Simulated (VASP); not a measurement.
Here is a VASP 6.6.1 calculation.

Contents of INCAR:

```
SYSTEM = AgB2
PREC     = Accurate       ! precision mode
ENCUT    = 520            ! plane-wave cutoff, eV
EDIFF    = 1E-6           ! SCF threshold, eV
ISMEAR   = 0              ! smearing method
SIGMA    = 0.05           ! smearing width, eV
LREAL    = .FALSE.        ! projectors in reciprocal space
LASPH    = .TRUE.         ! aspherical terms in the spheres
NELM     = 100            ! most SCF steps
ALGO     = Normal         ! electronic algorithm
ISIF     = 2              ! what is computed and relaxed
LWAVE    = .FALSE.        ! write WAVECAR
LCHARG   = .FALSE.        ! write CHGCAR
GGA      = PE             ! functional
IVDW     = 13             ! dispersion correction
NBANDS   = 16             ! bands
```

KPOINTS

```
Automatic mesh
0
G
  10 10 8
  0 0 0
```

POSCAR

```
AgB2
1.0
    2.9351961358      0.0000000000      0.0000000000
   -1.4675980679      2.5419544187      0.0000000000
    0.0000000000      0.0000000000      3.7908035183
Ag B
1 2
Direct
    0.0000000000      0.0000000000      0.0000000000
    0.3333333333      0.6666666667      0.5000000000
    0.6666666667      0.3333333333      0.5000000000
```

Potentials or basis: VASP PAW PBE potentials, release 64 (Ag, B).

The run is started by

```console
$ cat potpaw_PBE.64/Ag/POTCAR potpaw_PBE.64/B/POTCAR > POTCAR
$ mpirun -np 1 vasp_std > vasp.out
```

Question: Estimate the pressure.

Answer: 16.3 GPa.

Question: Predict the dispersion energy per atom.

Answer: -0.423 eV.

Stress tensor (GPa, compression positive):
```
16.39  0.00  0.00
 0.00 16.39  0.00
 0.00  0.00 16.20
```

Caveat: pairwise dispersion overbinds metals, which lowers pressure and volume.
